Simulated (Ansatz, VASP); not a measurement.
# Ru4C in VASP and in Ansatz

```xyz
5
Lattice="2.6741 0.0000 0.0000 -1.3370 2.3158 0.0000 0.0000 0.0000 23.2622" Properties=species:S:1:pos:R:3 pbc="T T T"
Ru    1.3370    0.7719    4.0000
Ru    0.0000    1.5439    6.1134
Ru    1.3370    0.7719    8.2181
Ru    0.0000    1.5439   10.2622
C     0.0000    1.5439   12.6322
```

Alike in both runs: task single point; functional LDA; k mesh 12 × 12 × 1; occupations gaussian, width 0.1 eV; collinear spin.

|  | VASP | Ansatz |
| --- | --- | --- |
| version | VASP 6.6.1 | Ansatz 0.2.0 |
| potentials or method | VASP PAW LDA potentials, release 64 (Ru_pv, C), cutoff 520 eV | scalar-relativistic, plane waves, PAW |
| valence electrons in the cell | 60 | 68 |

|  | VASP | Ansatz | Ansatz less VASP |
| --- | --- | --- | --- |
| gap on the k mesh at the Fermi level (eV) | none | none | - |
| rms of the force components (eV/Å) | 0.937 | 0.931 | -0.0058 |
| net moment per atom (μB) | 0.00 | 0.00 | 0.000 |

Ansatz warns that its potentials were made for another functional, while VASP's fit it. LDA's correlation is that of Perdew and Zunger in VASP and of Perdew and Wang (1992) in Ansatz. Atom by atom the forces differ by 0.018 eV/Å (rms over components). A gap of «none» marks a metal or a gap that the smearing closes. VASP's potentials hold 60 valence electrons a cell and Ansatz's 68, so a difference there can come from the potentials and not from the codes. Ansatz's warnings: seeded moment not kept.
